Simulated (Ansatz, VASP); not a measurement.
# Two plane-wave programs on Sc

File INCAR:

```
SYSTEM = Sc
ALGO = Normal ; EDIFF = 1E-6
ENCUT = 500 ; GGA = CA
GGA_COMPAT = .FALSE. ; ISIF = 2
ISMEAR = -1 ; LASPH = .TRUE.
LCHARG = .FALSE. ; LREAL = .FALSE.
LWAVE = .FALSE. ; NBANDS = 18
NELM = 120 ; PREC = Accurate
SIGMA = 0.1
```

KPOINTS

```
k-points
0
G
  11 11 6
  0 0 0
```

Contents of POSCAR:

```
Sc
1.0
    3.2269060027      0.0000000000      0.0000000000
   -1.6134530014      2.7945825740      0.0000000000
    0.0000000000      0.0000000000      5.0094253455
Sc
2
Direct
    0.3333333333      0.6666666667      0.2500000000
    0.6666666667      0.3333333333      0.7500000000
```

Input for Ansatz:

```yaml
crystal:
  lattice:
    - [3.2269060027, 0.0, 0.0]
    - [-1.6134530014, 2.794582574, 0.0]
    - [0.0, 0.0, 5.0094253455]
  atoms:
    - { symbol: Sc, position: [0.3333333333, 0.6666666667, 0.25] }
    - { symbol: Sc, position: [0.6666666667, 0.3333333333, 0.75] }
hamiltonian:
  xc: lda
  pseudopotentials:
    kind: paw
    azcp:
      Sc: "pseudopotentials/Sc.paw.azcp"
basis:
  ecutwfc: 600
  fft_grid_basis: typed
kpoints:
  mp_grid: { grid: [11, 11, 6], shift: [0, 0, 0] }
magnetization:
  spin_polarized: false
scf:
  occupations: { method: fermi_dirac, width: 0.1 }
  lower_state_search: "off"
output:
  stress: true
```

Alike in both runs: task single point; functional LDA; k mesh 11 × 11 × 6; occupations fermi-dirac, width 0.1 eV; no spin polarisation.

|  | VASP | Ansatz |
| --- | --- | --- |
| version | VASP 6.6.1 | Ansatz 0.2.0 |
| potentials or method | VASP PAW LDA potentials, release 64 (Sc_sv), cutoff 500 eV | plane waves (600 eV) with PAW, scalar-relativistic |
| valence electrons in the cell | 22 | 22 |

Ansatz gave:

```
pressure (GPa) : 0.0
```

Q: Which values does VASP return?

A: Pressure (GPa): 0.1.

Ansatz warns that its potentials were made for another functional, while VASP's fit it. LDA's correlation is that of Perdew and Zunger in VASP and of Perdew and Wang (1992) in Ansatz.
